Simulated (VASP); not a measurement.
# CoSi (P2_12_12_1) in VASP: a series of runs

CoSi is run at these levels: PBE; tasks: single point.

All numbers are computed with VASP 6.6.1; they aren't measurements. Logs are shortened: lines on timing, memory, paths and dates and some standing lists are left out, and cuts for length are marked.

## (1) The cell of the first run

The structure is orthorhombic, space group P2_12_12_1 (No. 19). Conventional cell: a = 3.766 Å, b = 4.431 Å, c = 5.095 Å, α = 90.00°, β = 90.00°, γ = 90.00°. Within 2.8 Å of Co (site symmetry 1) lie 7 Si at 2.04 to 2.71 Å and 4 Co at 2.52 to 2.78 Å. Si (site symmetry 1) has 7 Co at 2.04 to 2.71 Å and 6 Si at 2.53 to 2.93 Å within 3.0 Å.

## (2) Single point, PBE (strain -0.1500 x Voigt [1, -1, 0, 0, 0, 0])

INCAR reads:

```
ALGO = Normal
EDIFF = 1E-6
ENCUT = 520
GGA = PE
ISIF = 2
ISMEAR = 0
LASPH = T
LCHARG = F
LREAL = F
LWAVE = F
NBANDS = 36
NELM = 100
PREC = Accurate
SIGMA = 0.15
```

KPOINTS reads:

```
k-points
0
Gamma
  10 10 10
```

POSCAR reads:

```
CoSi
1.0
    3.7662217013      0.0000000000      0.0000000000
    0.0000000000      5.0954764193      0.0000000000
    0.0000000000      0.0000000000      4.4308490603
Co Si
4 4
Direct
    0.1450189116      0.1450189116      0.1450189116
    0.3549810884      0.8549810884      0.6450189116
    0.6450189116      0.3549810884      0.8549810884
    0.8549810884      0.6450189116      0.3549810884
    0.8431597103      0.8431597103      0.8431597103
    0.6568402897      0.1568402897      0.3431597103
    0.3431597103      0.6568402897      0.1568402897
    0.1568402897      0.3431597103      0.6568402897
```

Potentials or basis: VASP PAW PBE potentials, release 64 (Co, Si).

Run with:

```console
$ cat potpaw_PBE.64/Co/POTCAR potpaw_PBE.64/Si/POTCAR > POTCAR
$ mpirun -np 1 vasp_std > vasp.out
```

OUTCAR:

```text
EDIFF = 1E-6
   ENCUT = 520
   GGA = PE
   ISIF = 2
   ISMEAR = 0
   LASPH = T
   LREAL = F
   NELM = 100
   PREC = Accurate

 ion  position               nearest neighbor table
   1  0.145  0.145  0.145-   6 2.04   6 2.12   5 2.33   8 2.39   8 2.48   3 2.52   3 2.52   7 2.60
                             7 2.71   2 2.78   2 2.78   4 2.92   4 2.92
   2  0.355  0.855  0.645-   5 2.04   5 2.12   6 2.33   7 2.39   7 2.48   4 2.52   4 2.52   8 2.60
                             8 2.71   1 2.78   1 2.78   3 2.92   3 2.92
   3  0.645  0.355  0.855-   8 2.04   8 2.12   7 2.33   6 2.39   6 2.48   1 2.52   1 2.52   5 2.60
                             5 2.71   4 2.78   4 2.78   2 2.92   2 2.92
   4  0.855  0.645  0.355-   7 2.04   7 2.12   8 2.33   5 2.39   5 2.48   2 2.52   2 2.52   6 2.60
                             6 2.71   3 2.78   3 2.78   1 2.92   1 2.92
   5  0.843  0.843  0.843-   2 2.04   2 2.12   1 2.33   4 2.39   4 2.48   7 2.53   7 2.53   3 2.60
                             3 2.71   6 2.82   6 2.82   8 2.93   8 2.93
   6  0.657  0.157  0.343-   1 2.04   1 2.12   2 2.33   3 2.39   3 2.48   8 2.53   8 2.53   4 2.60
                             4 2.71   5 2.82   5 2.82   7 2.93   7 2.93
   7  0.343  0.657  0.157-   4 2.04   4 2.12   3 2.33   2 2.39   2 2.48   5 2.53   5 2.53   1 2.60
                             1 2.71   8 2.82   8 2.82   6 2.93   6 2.93
   8  0.157  0.343  0.657-   3 2.04   3 2.12   4 2.33   1 2.39   1 2.48   6 2.53   6 2.53   2 2.60
                             2 2.71   7 2.82   7 2.82   5 2.93   5 2.93

  LATTYP: Found a simple orthorhombic cell.
 ALAT       =     3.7662217013
 B/A-ratio  =     1.1764705882
 C/A-ratio  =     1.3529411764

  Lattice vectors:

 A1 = (  -3.7662217013,   0.0000000000,   0.0000000000)
 A2 = (   0.0000000000,   0.0000000000,   4.4308490603)
 A3 = (   0.0000000000,   5.0954764193,   0.0000000000)

Analysis of symmetry for initial positions (statically):
=====================================================================
 Subroutine PRICEL returns:
 Original cell was already a primitive cell.

 Routine SETGRP: Setting up the symmetry group for a
 simple orthorhombic supercell.

 Subroutine GETGRP returns: Found  4 space group operations
 (whereof  1 operations were pure point group operations)
 out of a pool of  8 trial point group operations.

The static configuration has the point symmetry C_1 .
 The point group associated with its full space group is D_2 .

Analysis of symmetry for dynamics (positions and initial velocities):
=====================================================================
 Subroutine PRICEL returns:
 Original cell was already a primitive cell.

 Routine SETGRP: Setting up the symmetry group for a
 simple orthorhombic supercell.

 Subroutine GETGRP returns: Found  4 space group operations
 (whereof  1 operations were pure point group operations)
 out of a pool of  8 trial point group operations.

The dynamic configuration has the point symmetry C_1 .
 The point group associated with its full space group is D_2 .

 Subroutine INISYM returns: Found  4 space group operations
 (whereof  1 operations are pure point group operations),
 and found     1 'primitive' translations

----------------------------------------------------------------------------------------

                                     Primitive cell

  volume of cell :      85.0311

  direct lattice vectors                    reciprocal lattice vectors
     3.766221701  0.000000000  0.000000000     0.265518092  0.000000000  0.000000000
     0.000000000  5.095476419  0.000000000     0.000000000  0.196252503  0.000000000
     0.000000000  0.000000000  4.430849060     0.000000000  0.000000000  0.225690378

  length of vectors
     3.766221701  5.095476419  4.430849060     0.265518092  0.196252503  0.225690378

  position of ions in fractional coordinates (direct lattice)
     0.145018912  0.145018912  0.145018912
     0.354981088  0.854981088  0.645018912
     0.645018912  0.354981088  0.854981088
     0.854981088  0.645018912  0.354981088
     0.843159710  0.843159710  0.843159710
     0.656840290  0.156840290  0.343159710
     0.343159710  0.656840290  0.156840290
     0.156840290  0.343159710  0.656840290

  ion indices of the primitive-cell ions
   primitive index   ion index
                 1           1
                 2           2
                 3           3
                 4           4
                 5           5
                 6           6
                 7           7
                 8           8

----------------------------------------------------------------------------------------

 KPOINTS: k-points

Automatic generation of k-mesh.
 Grid dimensions read from file:
 generate k-points for:   10   10   10

 Generating k-lattice:

  Cartesian coordinates                     Fractional coordinates (reciprocal lattice)
     0.026551809  0.000000000  0.000000000     0.100000000  0.000000000  0.000000000
     0.000000000  0.019625250  0.000000000     0.000000000  0.100000000  0.000000000
     0.000000000  0.000000000  0.022569038     0.000000000  0.000000000  0.100000000

  Length of vectors
     0.026551809  0.019625250  0.022569038

  Shift w.r.t. Gamma in fractional coordinates (k-lattice)
     0.000000000  0.000000000  0.000000000

 Subroutine IBZKPT returns following result:
 ===========================================

 Found    216 irreducible k-points:

 Following reciprocal coordinates:
            Coordinates               Weight
  0.000000  0.000000  0.000000      1.000000
  0.100000  0.000000  0.000000      2.000000
  0.200000  0.000000  0.000000      2.000000
  0.300000  0.000000  0.000000      2.000000
  0.400000  0.000000  0.000000      2.000000
  0.500000  0.000000  0.000000      1.000000
[... 16 lines left out ...]
  0.400000  0.300000  0.000000      4.000000
  0.500000  0.300000  0.000000      2.000000
 [... further k-points ...]
   k-points           NKPTS =    216   k-points in BZ     NKDIM =    216   number of bands    NBANDS=     36
   number of dos      NEDOS =    301   number of ions     NIONS =      8
   total plane-waves  NPLWV =  40320
   dimension x,y,z NGX =    28 NGY =   40 NGZ =   36
   dimension x,y,z NGXF=    56 NGYF=   80 NGZF=   72
   ions per type =               4   4
   NGX,Y,Z   is equivalent  to a cutoff of  12.36, 13.05, 13.51 a.u.
   NGXF,Y,Z  is equivalent  to a cutoff of  24.72, 26.10, 27.01 a.u.
 SYSTEM =  unknown system
   PREC   = accura    normal or accurate (medium, high low for compatibility)
   ISTART =      0    job   : 0-new  1-cont  2-samecut
   ICHARG =      2    charge: 1-file 2-atom 10-const
   ISPIN  =      1    spin polarized calculation?
   LNONCOLLINEAR =      F non collinear calculations
   LSORBIT =      F    spin-orbit coupling
   LASPH  =      T    aspherical Exc in radial PAW
   ENCUT  =  520.0 eV  38.22 Ry    6.18 a.u.   7.00  9.47  8.24*2*pi/ulx,y,z
   NELM   =    100;   NELMIN=  2; NELMDL= -5     # of ELM steps
   EDIFF  = 0.1E-05   stopping-criterion for ELM
   LREAL  =      F    real-space projection
   EDIFFG = 0.1E-04   stopping-criterion for IOM
   NSW    =      0    number of steps for IOM
   IBRION =     -1    ionic relax: 0-MD 1-quasi-New 2-CG
   NFREE  =      0    steps in history (QN), initial steepest desc. (CG)
   ISIF   =      2    stress and relaxation
   ISYM   =      2    0-nonsym 1-usesym 2-fastsym
   POTIM  = 0.5000    time-step for ionic-motion
   TEBEG  =    0.0;   TEEND  =   0.0 temperature during run
   PSTRESS=    0.0 pullay stress
   NELECT =      52.0000    total number of electrons
   NUPDOWN=      -1.0000    fix difference up-down
   EMIN   =  10.00;   EMAX   =-10.00  energy-range for DOS
   EFERMI =   0.00;   METHOD = LEGACY
   ISMEAR =     0;   SIGMA  =   0.15  broadening in eV -4-tet -1-fermi 0-gaus
   EFERMI_NEDOS =   21; number of points for ismear=-14 and -15
   IALGO  =     38    algorithm
   IMIX   =      4    mixing-type and parameters
     AMIX     =   0.40;   BMIX     =  1.00
     AMIX_MAG =   1.60;   BMIX_MAG =  1.00
  volume/ion in A,a.u.               =      10.63        71.73
  Fermi-wavevector in a.u.,A,eV,Ry     =   1.389580  2.625925 26.271914  1.930931
  Thomas-Fermi vector in A             =   2.513597
   LORBIT       =      0    0 simple, 1 ext, 2 COOP (PROOUT), +10 PAW based schemes
   GGA     = PE    functional components
   LHFCALC =     F    Hartree Fock is set to
   AEXX    =    0.0000 exact exchange contribution
   IVDW    =     0    specifies the selected vdW correction
   LEPSILON=     F    determine dielectric tensor
   LRPA    =     F    only Hartree local field effects (RPA)
 non-spin polarized calculation
 Gauss-broadening in eV      SIGMA  =   0.15
  energy-cutoff  :      520.00
  volume of cell :       85.03
 maximum number of plane-waves:      2324
   NGX = 15   NGY = 19   NGZ = 17

 number of electron      51.9999994 magnetization

 Free energy of the ion-electron system (eV)
  ---------------------------------------------------
  ext. energy  EPLUGINS =         0.00000000
  ---------------------------------------------------
  free energy    TOTEN  =       -51.24337793 eV

  energy without entropy =      -51.20749003  energy(sigma->0) =      -51.22543398

 E-fermi :  12.4458     XC(G=0): -12.9375

 val. band max:       12.4430528957   @ k =   0.0000   0.3000   0.0000
 cond. band min:      12.4528699377   @ k =   0.5000   0.2000   0.4000
 fundamental gap:      0.0098170419
 Fermi energy:        12.4457914681

 k-point     1 :       0.0000    0.0000    0.0000
  band No.  band energies     occupation
      1      -1.3836      2.00000
      2       2.7471      2.00000
      3       4.0421      2.00000
      4       4.6772      2.00000
      5       6.4861      2.00000
      6       6.8474      2.00000
[... 28 lines left out ...]
     35      16.9110      0.00000
     36      18.5043      0.00000

 k-point     2 :       0.1000    0.0000    0.0000
  band No.  band energies     occupation
      1      -1.2780      2.00000
      2       2.8291      2.00000
      3       3.9993      2.00000
      4       4.7337      2.00000
      5       6.5778      2.00000
      6       6.5811      2.00000
[... 28 lines left out ...]
     35      17.3421      0.00000
     36      18.3802      0.00000

 k-point     3 :       0.2000    0.0000    0.0000
  band No.  band energies     occupation
      1      -0.9640      2.00000
      2       3.0716      2.00000
      3       3.7212      2.00000
      4       4.9113      2.00000
      5       6.1197      2.00000
      6       6.8529      2.00000
[... 28 lines left out ...]
     35      17.7606      0.00000
     36      18.4737      0.00000

 k-point     4 :       0.3000    0.0000    0.0000
  band No.  band energies     occupation
      1      -0.4498      2.00000
      2       3.0144      2.00000
      3       3.4634      2.00000
      4       5.2113      2.00000
      5       5.8002      2.00000
      6       7.1150      2.00000
[... 28 lines left out ...]
     35      17.9371      0.00000
     36      18.1100      0.00000

 k-point     5 :       0.4000    0.0000    0.0000
  band No.  band energies     occupation
      1       0.2488      2.00000
      2       2.0636      2.00000
      3       3.9839      2.00000
      4       5.1967      2.00000
      5       5.7664      2.00000
      6       6.8242      2.00000
[... 655 lines left out ...]
 k-point    22 :       0.3000    0.3000    0.0000
  band No.  band energies     occupation
      1       0.0227      2.00000
      2       1.9100      2.00000
      3       3.6450      2.00000
      4       5.0495      2.00000
      5       6.2668      2.00000
      6       6.7056      2.00000
[... 28 lines left out ...]
     35      17.8321      0.00000
     36      18.0516      0.00000

 k-point    23 :       0.4000    0.3000    0.0000
  band No.  band energies     occupation
      1       0.7024      2.00000
      2       2.2014      2.00000
      3       2.9897      2.00000
      4       4.2694      2.00000
      5       6.6106      2.00000
      6       6.9523      2.00000
[... 28 lines left out ...]
     35      18.3932      0.00000
     36      18.5783      0.00000

 k-point    24 :       0.5000    0.3000    0.0000
  band No.  band energies     occupation
      1       1.5150      2.00000
      2       1.5150      2.00000
      3       3.4695      2.00000
      4       3.4695      2.00000
      5       6.9260      2.00000
      6       6.9260      2.00000
[... 28 lines left out ...]
     35      18.7647      0.00000
     36      18.7647      0.00000

 [... further k-points ...]
[... 5 lines left out ...]
  --------------------------------------------------------------------------------------
  -------------------------------------------------------------------------------------
  Total       40.9836874     -7.1706423      5.3539674      0.0000000      0.0000000      0.0000000
  in kB      772.2252168   -135.1110935    100.8808353      0.0000000      0.0000000      0.0000000
  external PRESSURE =     245.9983195 kB  Pullay stress =       0.0000000 kB

 VOLUME and BASIS-vectors are now :
 -----------------------------------------------------------------------------
  energy-cutoff  :      520.00
  volume of cell :       85.03
      direct lattice vectors                 reciprocal lattice vectors
     3.766221701  0.000000000  0.000000000     0.265518092  0.000000000  0.000000000
     0.000000000  5.095476419  0.000000000     0.000000000  0.196252503  0.000000000
     0.000000000  0.000000000  4.430849060     0.000000000  0.000000000  0.225690378

 POSITION                                       TOTAL-FORCE (eV/Angst)
 -----------------------------------------------------------------------------------
      0.54617      0.73894      0.64256         0.724949     -0.550605     -1.032212
      1.33694      4.35654      2.85798        -0.724949      0.550605     -1.032212
      2.42928      1.80880      3.78829         0.724949      0.550605      1.032212
      3.22005      3.28668      1.57287        -0.724949     -0.550605      1.032212
      3.17553      4.29630      3.73591         0.596409     -0.167162      1.485177
      2.47381      0.79918      1.52049        -0.596409      0.167162      1.485177
      1.29242      3.34691      0.69494         0.596409      0.167162     -1.485177
      0.59070      1.74856      2.91036        -0.596409     -0.167162     -1.485177
 -----------------------------------------------------------------------------------
    total drift:                               -0.000000      0.000000      0.000000

  FREE ENERGIE OF THE ION-ELECTRON SYSTEM (eV)
  ---------------------------------------------------
  free  energy   TOTEN  =       -51.2433779303 eV

  energy  without entropy=      -51.2074900301  energy(sigma->0) =      -51.22543398
```

Wall time 5.6 min (1 thread of Intel Xeon 6975P-C (Granite Rapids), shared host); peak memory 0.56 GiB.

Results:

| Quantity | Value |
| --- | --- |
| Free energy | -51.2434 eV |
| Pressure | 24.6 GPa |
| Largest force | 1.609 eV/Å |
| Band gap on the k mesh | zero (bands 26 and 27 overlap by 0.67 eV) |

Forces in eV/Å, atoms in the order of the input:
```
Co   0.725 -0.551 -1.032
Co  -0.725  0.551 -1.032
Co   0.725  0.551  1.032
Co  -0.725 -0.551  1.032
Si   0.596 -0.167  1.485
Si  -0.596  0.167  1.485
Si   0.596  0.167 -1.485
Si  -0.596 -0.167 -1.485
```

Caveat: the cell differs from its parent crystal (strain -0.1500 x Voigt [1, -1, 0, 0, 0, 0]); the stress differs along the axes, from -14 to 77 GPa; the run has no spin polarisation, though such a crystal can be magnetic; forces of over 1 eV/Å act on the atoms, so gaps and moduli don't describe the material at rest. Spin polarisation is off, so any magnetic state and its effect on volume and gap are missing.

## (3) Single point, PBE (strain +0.1500 x Voigt [1, -1, 0, 0, 0, 0])

INCAR reads:

```
ALGO = Normal
EDIFF = 1E-6
ENCUT = 520
GGA = PE
ISIF = 2
ISMEAR = 0
LASPH = True
LCHARG = True
LELF = True
LREAL = False
LVHAR = True
LWAVE = False
NBANDS = 36
NELM = 80
PREC = Accurate
SIGMA = 0.15
```

KPOINTS is that of step 2.

Changes to POSCAR since step 2:

```diff
@@ -2,4 +2,4 @@
 1.0
-    3.7662217013      0.0000000000      0.0000000000
-    0.0000000000      5.0954764193      0.0000000000
+    5.0954764193      0.0000000000      0.0000000000
+    0.0000000000      3.7662217013      0.0000000000
     0.0000000000      0.0000000000      4.4308490603
```

Potentials or basis: VASP PAW PBE potentials, release 64 (Co, Si).

Run with:

```console
$ cat potpaw_PBE.64/Co/POTCAR potpaw_PBE.64/Si/POTCAR > POTCAR
$ mpirun -np 1 vasp_std > vasp.out
```

Wall time 5.4 min (1 thread of Intel Xeon 6975P-C (Granite Rapids), shared host); peak memory 0.56 GiB.

The run converged. Its results:

```
Free energy            : -51.8819 eV
Pressure               : 20.2 GPa
Largest force          : 0.980 eV/Å
Band gap on the k mesh : zero (bands 26 and 27 overlap by 0.75 eV)
```

Forces in eV/Å, atoms in the order of the input:
```
Co  -0.837  0.251 -0.243
Co   0.837 -0.251 -0.243
Co  -0.837 -0.251  0.243
Co   0.837  0.251  0.243
Si   0.791  0.481  0.323
Si  -0.791 -0.481  0.323
Si   0.791 -0.481 -0.323
Si  -0.791  0.481 -0.323
```

Stress tensor (GPa, compression positive):
```
-3.70  0.00  0.00
 0.00 59.72  0.00
 0.00  0.00  4.53
```

Levels at points of the mesh, in eV from the Fermi level:
| k point | band 22 | band 23 | band 24 | band 25 | band 26 | band 27 | band 28 | band 29 | band 30 | band 31 |
| --- | --- | --- | --- | --- | --- | --- | --- | --- | --- | --- |
| (0.00, 0.00, 0.00) | -1.17 | -0.93 | -0.60 | -0.45 | -0.11 | 0.00 | 1.97 | 2.25 | 2.36 | 2.54 |
| (0.50, 0.00, 0.00) | -1.23 | -0.84 | -0.84 | -0.14 | -0.14 | 1.06 | 1.06 | 1.98 | 1.98 | 2.35 |
| (0.00, 0.50, 0.00) | -1.25 | -1.22 | -1.22 | -0.79 | -0.79 | 0.66 | 0.66 | 1.21 | 1.21 | 3.18 |
| (0.50, 0.50, 0.00) | -1.33 | -1.26 | -1.26 | -0.25 | -0.25 | 0.58 | 0.58 | 2.11 | 2.11 | 2.23 |
| (0.00, 0.00, 0.50) | -1.22 | -0.74 | -0.74 | -0.52 | -0.52 | 0.22 | 0.22 | 2.54 | 2.54 | 4.96 |
| (0.50, 0.00, 0.50) | -1.37 | -0.92 | -0.92 | 0.36 | 0.36 | 1.11 | 1.11 | 1.96 | 1.96 | 3.62 |
| (0.00, 0.50, 0.50) | -1.58 | -1.54 | -1.54 | -0.35 | -0.35 | 0.00 | 0.00 | 1.28 | 1.28 | 1.62 |
| (0.50, 0.50, 0.50) | -1.20 | -1.20 | -1.20 | -0.39 | -0.39 | -0.39 | -0.39 | 3.71 | 3.71 | 3.71 |

Caveat: the cell differs from its parent crystal (strain +0.1500 x Voigt [1, -1, 0, 0, 0, 0]); the stress differs along the axes, from -4 to 60 GPa; the run has no spin polarisation, though such a crystal can be magnetic.
